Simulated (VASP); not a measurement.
Runs of VASP 6.6.1 on Ag. The structure is that of space group P6_3/mmc (No. 194), or close to it. The cells are those of the table. 

```csv
task,cell,gap on the mesh (eV),pressure (GPa)
single point,"a = 2.828, b = 2.828, c = 10.000 Å, angles 90.0, 90.0, 120.0°, 4 atoms",none,3.8
electric field gradients,"a = 2.877, b = 2.877, c = 9.967 Å, angles 90.0, 90.0, 120.0°, 4 atoms",none,(b)
electric field gradients,"a = 2.943, b = 2.943, c = 10.196 Å, angles 90.0, 90.0, 120.0°, 4 atoms",none,-4.7
electric field gradients,"a = 2.905, b = 2.905, c = 10.066 Å, angles 90.0, 90.0, 120.0°, 4 atoms",none,-2.1
single point,"a = 2.915, b = 2.915, c = 10.000 Å, angles 90.0, 90.0, 120.0°, 4 atoms",none,-2.2
single point,"a = 2.973, b = 2.973, c = 10.000 Å, angles 90.0, 90.0, 120.0°, 4 atoms",none,(a)
```

Alike in all rows: level PBE; potentials or basis VASP PAW PBE potentials, release 64 (Ag); no spin polarisation; k mesh 14 × 14 × 4; cutoff (eV) 520; smearing fermi-dirac 0.08 eV.

Question: Fill in the values left out.

Answer: (a) -5.0; (b) 0.4.

A k mesh can miss the band edges, and the runs leave out spin-orbit coupling on Ag.

A gap of «none» marks levels without a gap at the run's occupations.
